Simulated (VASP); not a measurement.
# BP (sol) (I-4m2) in VASP: a series of runs, part 2 of 2

VASP 6.6.1. Earlier steps stand in the parts before.

**3. Relaxation of the atoms, PBEsol (strained cell)**

Contents of INCAR:

```
SYSTEM = BP
ALGO = Normal
EDIFF = 1E-7
EDIFFG = -0.002
ENCUT = 450
GGA = PS
GGA_COMPAT = .False.
IBRION = 2
ISIF = 2
ISMEAR = 0
LASPH = .True.
LCHARG = .False.
LREAL = .False.
LWAVE = .False.
NELM = 120
NELMIN = 4
NSW = 60
PREC = Accurate
SIGMA = 0.02
```

Contents of KPOINTS:

```
k-points
0
Gamma
  10 10 10
  0 0 0
```

Contents of POSCAR:

```
BP
1.0
    0.0000000000      2.2375332127      2.2662813426
    2.2375332127      0.0000000000      2.2662813426
    2.2375332127      2.2375332127      0.0000000000
B P
1 1
Direct
    0.0000000000      0.0000000000      0.0000000000
    0.2500000000      0.2500000000      0.2500000000
```

Potentials or basis: VASP PAW PBE potentials, release 64 (B, P).

Command:

```console
cat potpaw_PBE.64/B/POTCAR potpaw_PBE.64/P/POTCAR > POTCAR
mpirun -np 1 vasp_std > vasp.out
```

OUTCAR:

```text
SYSTEM = BP
   EDIFF = 1E-7
   EDIFFG = -0.002
   ENCUT = 450
   GGA = PS
   IBRION = 2
   ISIF = 2
   ISMEAR = 0
   LASPH = .True.
   LREAL = .False.
   NELM = 120
   NELMIN = 4
   NSW = 60
   PREC = Accurate

 ion  position               nearest neighbor table
   1  0.000  0.000  0.000-   2 1.95   2 1.95   2 1.95   2 1.95
   2  0.250  0.250  0.250-   1 1.95   1 1.95   1 1.95   1 1.95

  LATTYP: Found a body centered tetragonal cell.
 ALAT       =     3.1643498157
 C/A-ratio  =     1.4323835698

  Lattice vectors:

[... 446 lines left out ...]
      5       9.5510      0.00000
      6      11.3245      0.00000
      7      17.4053      0.00000
      8      17.4150      0.00000

 [... further k-points ...]
[... 5 lines left out ...]
  --------------------------------------------------------------------------------------
  -------------------------------------------------------------------------------------
  Total        0.6136566      0.6136566      0.1185708      0.0000000      0.0000000      0.0000000
  in kB       43.3264599     43.3264599      8.3715451      0.0000000      0.0000000      0.0000000
  external PRESSURE =      31.6748217 kB  Pullay stress =       0.0000000 kB

 VOLUME and BASIS-vectors are now :
 -----------------------------------------------------------------------------
  energy-cutoff  :      450.00
  volume of cell :       22.69
      direct lattice vectors                 reciprocal lattice vectors
     0.000000000  2.237533213  2.266281343    -0.223460370  0.223460370  0.220625741
     2.237533213  0.000000000  2.266281343     0.223460370 -0.223460370  0.220625741
     2.237533213  2.237533213  0.000000000     0.223460370  0.223460370 -0.220625741

 POSITION                                       TOTAL-FORCE (eV/Angst)
 -----------------------------------------------------------------------------------
      0.00000      0.00000      0.00000        -0.000000     -0.000000      0.000000
      1.11877      1.11877      1.13314         0.000000      0.000000      0.000000
 -----------------------------------------------------------------------------------
    total drift:                               -0.000000     -0.000000      0.000000

  FREE ENERGIE OF THE ION-ELECTRON SYSTEM (eV)
  ---------------------------------------------------
  free  energy   TOTEN  =       -13.6668300300 eV

  energy  without entropy=      -13.6668300300  energy(sigma->0) =      -13.66683003

 reached required accuracy - stopping structural energy minimisation
```

It took 7 s on 1 thread of Intel Xeon 6975P-C (Granite Rapids), shared host; peak memory 0.14 GiB.

What came out:

| Item | Value |
| --- | --- |
| Free energy | -13.6668 eV |
| Pressure after relaxing | 3.2 GPa |
| Band gap on the k mesh | 1.00 eV, indirect (least direct gap 3.34 eV) |

Final structure:
```xyz
2
Lattice="0.0000 2.2375 2.2663 2.2375 0.0000 2.2663 2.2375 2.2375 0.0000" Properties=species:S:1:pos:R:3 pbc="T T T"
B     0.0000    0.0000    0.0000
P     1.1188    1.1188    1.1331
```

Caveat: the cell differs from its parent crystal (strained cell); the relaxation stopped at its first step, so nothing moved; the PAW data sets were made with another functional, which shifts forces and pressure a little. A k mesh can miss the band edges.

**4. Relaxation of the atoms, PBEsol (strained cell)**

Contents of INCAR:

```
  PREC = Accurate
  ENCUT = 450
  EDIFF = 1E-7
  ISMEAR = 0
  SIGMA = 0.02
  LREAL = F
  LASPH = T
  NELM = 120
  ALGO = Normal
  ISIF = 2
  LWAVE = F
  LCHARG = F
  GGA = PS
  IBRION = 2
  NSW = 60
  EDIFFG = -0.002
  GGA_COMPAT = F
  NELMIN = 4
```

Contents of KPOINTS:

```
regular mesh
0
Gamma
  10 10 10
```

Contents of POSCAR:

```
BP
1.0
    0.0000000000      2.2375332127      2.2706314825
    2.2375332127      0.0000000000      2.2706314825
    2.2375332127      2.2375332127      0.0000000000
B P
1 1
Direct
    0.0000000000      0.0000000000      0.0000000000
    0.2500000000      0.2500000000      0.2500000000
```

Command:

```console
cat potpaw_PBE.64/B/POTCAR potpaw_PBE.64/P/POTCAR > POTCAR
mpirun -np 1 vasp_std > vasp.out
```

It took 6.4 s on 1 thread of Intel Xeon 6975P-C (Granite Rapids), shared host; peak memory 0.14 GiB.

It converged, with:

| Quantity | Value |
| --- | --- |
| Free energy | -13.6670 eV |
| Pressure after relaxing | 2.8 GPa |
| Band gap on the k mesh | 0.98 eV, indirect (least direct gap 3.32 eV) |

Stress tensor (GPa, compression positive):
```
4.16 0.00 0.00
0.00 4.16 0.00
0.00 0.00 0.14
```

Final structure:
```
CELL_PARAMETERS angstrom
0.00000 2.23753 2.27063
2.23753 0.00000 2.27063
2.23753 2.23753 0.00000
ATOMIC_POSITIONS crystal
B 0.00000 0.00000 0.00000
P 0.25000 0.25000 0.25000
```

Levels at points of the mesh, in eV from the valence-band top:
```tsv
k point	band 1	band 2	band 3	band 4	band 5	band 6	band 7	band 8
(0.00, 0.00, 0.00)	-15.79	-0.15	0.00	0.00	3.32	3.32	3.40	7.70
(0.50, 0.00, 0.00)	-12.34	-9.34	-1.95	-1.75	3.81	4.58	4.70	9.97
(0.50, 0.50, 0.00)	-10.87	-8.88	-4.19	-4.19	1.23	1.58	12.31	12.31
(0.50, 0.00, 0.50)	-10.72	-8.74	-4.36	-4.33	1.07	1.37	12.13	12.45
```

Caveat: the cell differs from its parent crystal (strained cell); the relaxation stopped at its first step, so nothing moved; the PAW data sets were made with another functional, which shifts forces and pressure a little. A k mesh can miss the band edges.

**5. The runs side by side**

```tsv
cell	gap on the mesh (eV)	pressure (GPa)
atoms relaxed from a = 3.190, b = 3.190, c = 3.164 Å, angles 60.3, 60.3, 59.5°, 2 atoms	0.97	2.6
atoms relaxed from a = 3.185, b = 3.185, c = 3.164 Å, angles 60.2, 60.2, 59.6°, 2 atoms	1.00	3.2
atoms relaxed from a = 3.188, b = 3.188, c = 3.164 Å, angles 60.2, 60.2, 59.5°, 2 atoms	0.98	2.8
```

Alike in all rows: task relaxation of the atoms; level PBEsol; potentials or basis VASP PAW PBE potentials, release 64 (B, P); no spin polarisation; k mesh 10 × 10 × 10; cutoff (eV) 450; smearing gaussian 0.02 eV.

Caveats: the relaxation stopped at its first step, so nothing moved; the PAW data sets were made with another functional, which shifts forces and pressure a little.

Absolute energies hang on the potentials; compare differences alone.
